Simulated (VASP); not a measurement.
# WC in VASP: further runs, part 2 of 2

VASP 6.6.1. The steps go on from the part before.

## (3) Single point, PBEsol

Contents of INCAR:

```
SYSTEM = WC
PREC = Accurate
ENCUT = 520
EDIFF = 1E-6
ISMEAR = -1
SIGMA = 0.05
LREAL = .False.
LASPH = .True.
NELM = 60
ALGO = Normal
ISIF = 2
LWAVE = .False.
LCHARG = .False.
GGA = PS
NBANDS = 16
```

Contents of KPOINTS:

```
regular mesh
0
Gamma
  8 8 8
  0 0 0
```

Contents of POSCAR:

```
WC
1.0
    0.0000000000      2.1926800000      2.1926800000
    2.1926800000      0.0000000000      2.1926800000
    2.1926800000      2.1926800000      0.0000000000
W C
1 1
Direct
    0.0000000000      0.0000000000      0.0100000000
    0.5000000000      0.5000000000      0.5000000000
```

Potentials or basis: VASP PAW PBE potentials, release 64 (W_sv, C).

Command:

```sh
cat potpaw_PBE.64/W_sv/POTCAR potpaw_PBE.64/C/POTCAR > POTCAR
mpirun -np 1 vasp_std > vasp.out
```

OUTCAR:

```text
SYSTEM = WC
   PREC = Accurate
   ENCUT = 520
   EDIFF = 1E-6
   ISMEAR = -1
   LREAL = .False.
   LASPH = .True.
   NELM = 60
   ISIF = 2
   GGA = PS

 ion  position               nearest neighbor table
   1  0.000  0.000  0.010-   2 2.17   2 2.17   2 2.19   2 2.19   2 2.21   2 2.21
   2  0.500  0.500  0.500-   1 2.17   1 2.17   1 2.19   1 2.19   1 2.21   1 2.21

  LATTYP: Found a face centered cubic cell.
 ALAT       =     4.3853600000

  Lattice vectors:

 A1 = (   0.0000000000,   2.1926800000,   2.1926800000)
 A2 = (   2.1926800000,   0.0000000000,   2.1926800000)
 A3 = (   2.1926800000,   2.1926800000,   0.0000000000)

Analysis of symmetry for initial positions (statically):
=====================================================================
 Subroutine PRICEL returns:
 Original cell was already a primitive cell.

 Routine SETGRP: Setting up the symmetry group for a
 face centered cubic supercell.

 Subroutine GETGRP returns: Found  4 space group operations
 (whereof  4 operations were pure point group operations)
 out of a pool of 48 trial point group operations.

The static configuration has the point symmetry C_2v.

Analysis of symmetry for dynamics (positions and initial velocities):
=====================================================================
 Subroutine PRICEL returns:
 Original cell was already a primitive cell.

 Routine SETGRP: Setting up the symmetry group for a
 face centered cubic supercell.

 Subroutine GETGRP returns: Found  4 space group operations
 (whereof  4 operations were pure point group operations)
 out of a pool of 48 trial point group operations.

The dynamic configuration has the point symmetry C_2v.

 Subroutine INISYM returns: Found  4 space group operations
 (whereof  4 operations are pure point group operations),
 and found     1 'primitive' translations

----------------------------------------------------------------------------------------

                                     Primitive cell

  volume of cell :      21.0841

  direct lattice vectors                    reciprocal lattice vectors
     0.000000000  2.192680000  2.192680000    -0.228031450  0.228031450  0.228031450
     2.192680000  0.000000000  2.192680000     0.228031450 -0.228031450  0.228031450
     2.192680000  2.192680000  0.000000000     0.228031450  0.228031450 -0.228031450

  length of vectors
     3.100917794  3.100917794  3.100917794     0.394962057  0.394962057  0.394962057

  position of ions in fractional coordinates (direct lattice)
     0.000000000  0.000000000  0.010000000
     0.500000000  0.500000000  0.500000000

  ion indices of the primitive-cell ions
   primitive index   ion index
                 1           1
                 2           2

----------------------------------------------------------------------------------------

 KPOINTS: regular mesh

Automatic generation of k-mesh.
 Grid dimensions read from file:
 generate k-points for:    8    8    8

 Generating k-lattice:

  Cartesian coordinates                     Fractional coordinates (reciprocal lattice)
    -0.028503931  0.028503931  0.028503931     0.125000000  0.000000000  0.000000000
     0.028503931 -0.028503931  0.028503931     0.000000000  0.125000000  0.000000000
     0.028503931  0.028503931 -0.028503931     0.000000000  0.000000000  0.125000000

  Length of vectors
     0.049370257  0.049370257  0.049370257

  Shift w.r.t. Gamma in fractional coordinates (k-lattice)
     0.000000000  0.000000000  0.000000000

 Subroutine IBZKPT returns following result:
 ===========================================

 Found     95 irreducible k-points:

 Following reciprocal coordinates:
            Coordinates               Weight
  0.000000  0.000000  0.000000      1.000000
  0.125000  0.000000  0.000000      4.000000
  0.000000  0.000000  0.125000      4.000000
  0.250000  0.000000  0.000000      4.000000
  0.000000  0.000000  0.250000      4.000000
  0.375000  0.000000  0.000000      4.000000
[... 16 lines left out ...]
  0.125000  0.125000 -0.375000      4.000000
 -0.375000  0.125000  0.000000      4.000000
 [... further k-points ...]
   k-points           NKPTS =     95   k-points in BZ     NKDIM =     95   number of bands    NBANDS=     16
   number of dos      NEDOS =    301   number of ions     NIONS =      2
   total plane-waves  NPLWV =  13824
   dimension x,y,z NGX =    24 NGY =   24 NGZ =   24
   dimension x,y,z NGXF=    48 NGYF=   48 NGZF=   48
   ions per type =               1   1
   NGX,Y,Z   is equivalent  to a cutoff of  12.87, 12.87, 12.87 a.u.
   NGXF,Y,Z  is equivalent  to a cutoff of  25.73, 25.73, 25.73 a.u.
 SYSTEM =  WC
   PREC   = accura    normal or accurate (medium, high low for compatibility)
   ISTART =      0    job   : 0-new  1-cont  2-samecut
   ICHARG =      2    charge: 1-file 2-atom 10-const
   ISPIN  =      1    spin polarized calculation?
   LNONCOLLINEAR =      F non collinear calculations
   LSORBIT =      F    spin-orbit coupling
   LASPH  =      T    aspherical Exc in radial PAW
   ENCUT  =  520.0 eV  38.22 Ry    6.18 a.u.   5.77  5.77  5.77*2*pi/ulx,y,z
   NELM   =     60;   NELMIN=  2; NELMDL= -5     # of ELM steps
   EDIFF  = 0.1E-05   stopping-criterion for ELM
   LREAL  =      F    real-space projection
   EDIFFG = 0.1E-04   stopping-criterion for IOM
   NSW    =      0    number of steps for IOM
   IBRION =     -1    ionic relax: 0-MD 1-quasi-New 2-CG
   NFREE  =      0    steps in history (QN), initial steepest desc. (CG)
   ISIF   =      2    stress and relaxation
   ISYM   =      2    0-nonsym 1-usesym 2-fastsym
   POTIM  = 0.5000    time-step for ionic-motion
   TEBEG  =    0.0;   TEEND  =   0.0 temperature during run
   PSTRESS=    0.0 pullay stress
   NELECT =      18.0000    total number of electrons
   NUPDOWN=      -1.0000    fix difference up-down
   EMIN   =  10.00;   EMAX   =-10.00  energy-range for DOS
   EFERMI =   0.00;   METHOD = LEGACY
   ISMEAR =    -1;   SIGMA  =   0.05  broadening in eV -4-tet -1-fermi 0-gaus
   EFERMI_NEDOS =   21; number of points for ismear=-14 and -15
   IALGO  =     38    algorithm
   IMIX   =      4    mixing-type and parameters
     AMIX     =   0.40;   BMIX     =  1.00
     AMIX_MAG =   1.60;   BMIX_MAG =  1.00
  volume/ion in A,a.u.               =      10.54        71.14
  Fermi-wavevector in a.u.,A,eV,Ry     =   1.553032  2.934805 32.816007  2.411908
  Thomas-Fermi vector in A             =   2.657321
   LORBIT       =      0    0 simple, 1 ext, 2 COOP (PROOUT), +10 PAW based schemes
   GGA     = PS    functional components
   LHFCALC =     F    Hartree Fock is set to
   AEXX    =    0.0000 exact exchange contribution
   IVDW    =     0    specifies the selected vdW correction
   LEPSILON=     F    determine dielectric tensor
   LRPA    =     F    only Hartree local field effects (RPA)
 non-spin polarized calculation
  energy-cutoff  :      520.00
  volume of cell :       21.08
 maximum number of plane-waves:       588
   NGX = 11   NGY = 11   NGZ = 11

 number of electron      18.0000001 magnetization

 Free energy of the ion-electron system (eV)
  ---------------------------------------------------
  ext. energy  EPLUGINS =         0.00000000
  ---------------------------------------------------
  free energy    TOTEN  =       -22.97133061 eV

  energy without entropy =      -22.95827985  energy(sigma->0) =      -22.96480523

 E-fermi :  12.3774     XC(G=0): -13.8418

 val. band max:       12.3257313154   @ k =   0.1250   0.1250  -0.3750
 cond. band min:      12.4104312212   @ k =   0.1250  -0.2500   0.3750
 fundamental gap:      0.0846999058
 Fermi energy:        12.3773514843

 k-point     1 :       0.0000    0.0000    0.0000
  band No.  band energies     occupation
      1     -63.1169      2.00000
      2     -27.1142      2.00000
      3     -27.1141      2.00000
      4     -27.1137      2.00000
      5      -3.5275      2.00000
      6       9.4638      2.00000
[... 8 lines left out ...]
     15      21.8741      0.00000
     16      35.4754      0.00000
[... 419 lines left out ...]
 k-point    24 :      -0.3750    0.1250    0.0000
  band No.  band energies     occupation
      1     -63.0798      2.00000
      2     -27.6389      2.00000
      3     -27.2468      2.00000
      4     -27.1801      2.00000
      5       0.3051      2.00000
      6       3.3766      2.00000
[... 8 lines left out ...]
     15      24.7358      0.00000
     16      25.5201      0.00000

 [... further k-points ...]

------------------------ aborting loop because EDIFF is reached ----------------------------------------

  FORCE on cell =-STRESS in cart. coord.  units (eV):
  Direction    XX          YY          ZZ          XY          YZ          ZX
  --------------------------------------------------------------------------------------
  -------------------------------------------------------------------------------------
  Total       -1.1247603     -1.1247603     -1.1539243     -0.0052667      0.0000000      0.0000000
  in kB      -85.4702168    -85.4702168    -87.6863805     -0.4002115      0.0000000      0.0000000
  external PRESSURE =     -86.2089380 kB  Pullay stress =       0.0000000 kB

 VOLUME and BASIS-vectors are now :
 -----------------------------------------------------------------------------
  energy-cutoff  :      520.00
  volume of cell :       21.08
      direct lattice vectors                 reciprocal lattice vectors
     0.000000000  2.192680000  2.192680000    -0.228031450  0.228031450  0.228031450
     2.192680000  0.000000000  2.192680000     0.228031450 -0.228031450  0.228031450
     2.192680000  2.192680000  0.000000000     0.228031450  0.228031450 -0.228031450

 POSITION                                       TOTAL-FORCE (eV/Angst)
 -----------------------------------------------------------------------------------
      0.02193      0.02193      0.00000        -0.136353     -0.136353     -0.000000
      2.19268      2.19268      2.19268         0.136353      0.136353      0.000000
 -----------------------------------------------------------------------------------
    total drift:                               -0.000012     -0.000012      0.000000

  FREE ENERGIE OF THE ION-ELECTRON SYSTEM (eV)
  ---------------------------------------------------
  free  energy   TOTEN  =       -22.9713306143 eV

  energy  without entropy=      -22.9582798464  energy(sigma->0) =      -22.96480523
```

stdout:

```text
POSCAR found type information on POSCAR W C
 POSCAR found :  2 types and       2 ions
 scaLAPACK will be used
 -----------------------------------------------------------------------------
|                                                                             |
|                                                                             |
|     You enforced a specific xc type in the INCAR file but a different       |
|     I HOPE YOU KNOW WHAT YOU ARE DOING!                                     |
|                                                                             |
 -----------------------------------------------------------------------------

 LDA part: xc-table for (Slater+PW92), standard interpolation
 POSCAR, INCAR and KPOINTS ok, starting setup
 FFT: planning ... GRIDC
 FFT: planning ... GRID_SOFT
 FFT: planning ... GRID
 WAVECAR not read
 entering main loop
```

Wall time 21 s (1 thread of Intel Xeon Platinum 8259CL at 2.50GHz (Skylake/Cascade Lake), shared host); peak memory 0.16 GiB.

Results:

* Free energy: -22.9713 eV
* Pressure: -8.6 GPa
* Largest force: 0.193 eV/Å
* Band gap on the k mesh: zero (bands 9 and 10 overlap by 3.11 eV)

Forces in eV/Å, atoms in the order of the input:
```
W   -0.136 -0.136  0.000
C    0.136  0.136  0.000
```

Stress tensor (GPa, compression positive):
```
-8.55 -0.04  0.00
-0.04 -8.55  0.00
 0.00  0.00 -8.77
```

Caveat: the cell stands under tension; the PAW data sets were made with another functional, which shifts forces and pressure a little; spin-orbit coupling is left out, which moves the levels of the heavy elements.

## (4) Single point, PBEsol

Contents of INCAR:

```
SYSTEM = WC
PREC = Accurate
ENCUT = 520
EDIFF = 1E-6
ISMEAR = -1
SIGMA = 0.05
LREAL = .FALSE.
LASPH = .TRUE.
NELM = 80
ALGO = Normal
ISIF = 2
LWAVE = .FALSE.
LCHARG = .FALSE.
GGA = PS
NBANDS = 16
```

Contents of KPOINTS:

```
Automatic mesh
0
G
  8 8 8
  0 0 0
```

Edit POSCAR of step 3 so:

```diff
@@ -8,3 +8,3 @@
 Direct
-    0.0000000000      0.0000000000      0.0100000000
+    0.0000000000      0.0000000000      0.0200000000
     0.5000000000      0.5000000000      0.5000000000
```

Command:

```sh
cat potpaw_PBE.64/W_sv/POTCAR potpaw_PBE.64/C/POTCAR > POTCAR
mpirun -np 1 vasp_std > vasp.out
```

It took 28 s on 1 thread of Intel Xeon Platinum 8259CL at 2.50GHz (Skylake/Cascade Lake), shared host; peak memory 0.16 GiB.

Results (log left out):

- Free energy: -22.9623 eV
- Pressure: -8.2 GPa
- Largest force: 0.393 eV/Å
- Band gap on the k mesh: zero (bands 9 and 10 overlap by 3.10 eV)

Forces in eV/Å, atoms in the order of the input:
```
W   -0.278 -0.278  0.000
C    0.278  0.278  0.000
```

Stress tensor (GPa, compression positive):
```
-7.90 -0.25  0.00
-0.25 -7.90  0.00
 0.00  0.00 -8.71
```

Levels at points of the mesh, in eV from the Fermi level:
| k point | band 5 | band 6 | band 7 | band 8 | band 9 | band 10 | band 11 | band 12 | band 13 | band 14 |
| --- | --- | --- | --- | --- | --- | --- | --- | --- | --- | --- |
| (0.00, 0.00, 0.00) | -15.90 | -2.99 | -2.98 | -2.88 | -1.67 | -1.37 | -1.03 | -0.74 | -0.55 | 6.39 |
| (0.50, 0.00, 0.00) | -11.26 | -9.93 | -6.69 | -6.67 | 0.92 | 0.92 | 2.21 | 4.70 | 8.59 | 8.69 |
| (0.00, 0.00, 0.50) | -11.28 | -9.90 | -6.70 | -6.69 | 0.92 | 0.93 | 2.22 | 4.76 | 8.67 | 8.70 |
| (0.50, 0.50, 0.00) | -13.65 | -5.97 | -5.71 | -2.64 | -2.51 | 0.78 | 2.16 | 2.16 | 5.30 | 7.12 |
| (0.00, 0.50, 0.50) | -13.65 | -5.94 | -5.70 | -2.62 | -2.56 | 0.76 | 2.16 | 2.16 | 5.25 | 7.15 |

Caveat: the cell stands under tension; the PAW data sets were made with another functional, which shifts forces and pressure a little; spin-orbit coupling is left out, which moves the levels of the heavy elements.

## (5) The runs side by side

```csv
cell,gap on the mesh (eV),pressure (GPa),largest force (eV/Å)
"as given, atomic positions A",none,-8.8,-
"as given, atomic positions B",none,-8.6,0.19
"as given, atomic positions C",none,-8.2,0.39
```

Alike in all rows: task single point; level PBEsol; potentials or basis VASP PAW PBE potentials, release 64 (W_sv, C); no spin polarisation; k mesh 8 × 8 × 8; cutoff (eV) 520; smearing fermi-dirac 0.05 eV.

Caveats: the cell stands under tension; the PAW data sets were made with another functional, which shifts forces and pressure a little; spin-orbit coupling is left out, which moves the levels of the heavy elements.

Absolute energies hang on the potentials; compare differences alone.
